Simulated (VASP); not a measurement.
Set up this calculation in VASP 6.6.1, as the native input.

- Task: single point
- Functional: PBE
- Potentials or basis: VASP PAW PBE potentials, release 64 (Ge_d, Bi_d, O)
- Cutoff: 520 eV
- k mesh: 10 × 10 × 8
- Occupations: gaussian, width 0.1 eV
- Spin: no spin polarisation
- Dipole correction: no
- Further INCAR settings: ALGO = Normal; EDIFF = 1e-06; NBANDS = 36

The structure of GeBiO4 lies in POSCAR:

```
GeBiO4
1.0
    2.6337732942     -2.9441201275      0.0000000000
    2.6337732942      2.9441201275      0.0000000000
    0.0000000000      0.0000000000      4.7952615884
Ge Bi O
1 1 4
Direct
    0.0000000000      0.0000000000      0.5000000000
    0.5000000000      0.5000000000      0.0000000000
    0.1477470526      0.8522529474      0.0000000000
    0.8522529474      0.1477470526      0.0000000000
    0.0000000000      0.5000000000      0.5000000000
    0.5000000000      0.0000000000      0.5000000000
```

One way to write it, as run:

INCAR

```
  PREC = Accurate
  ENCUT = 520
  EDIFF = 1E-6
  ISMEAR = 0
  SIGMA = 0.1
  LREAL = F
  LASPH = T
  NELM = 60
  ALGO = Normal
  ISIF = 2
  LWAVE = F
  LCHARG = F
  GGA = PE
  NBANDS = 36
```

KPOINTS

```
Automatic mesh
0
Gamma
  10 10 8
```

Potentials or basis: VASP PAW PBE potentials, release 64 (Ge_d, Bi_d, O).

Command:

```console
$ cat potpaw_PBE.64/Ge_d/POTCAR potpaw_PBE.64/Bi_d/POTCAR potpaw_PBE.64/O/POTCAR > POTCAR
$ mpirun -np 1 vasp_std > vasp.out
```

It gave:

| Quantity | Value |
| --- | --- |
| Pressure | 0.1 GPa |
| Largest force | 0.074 eV/Å |

Caveat: an odd number of electrons without spin polarisation forces a metal; a magnetic or distorted state may lie lower.

Wall time 2.5 min on 1 thread of Intel(R) Xeon(R) 6975P-C (Granite Rapids), on a shared host, peak memory 0.45 GiB.
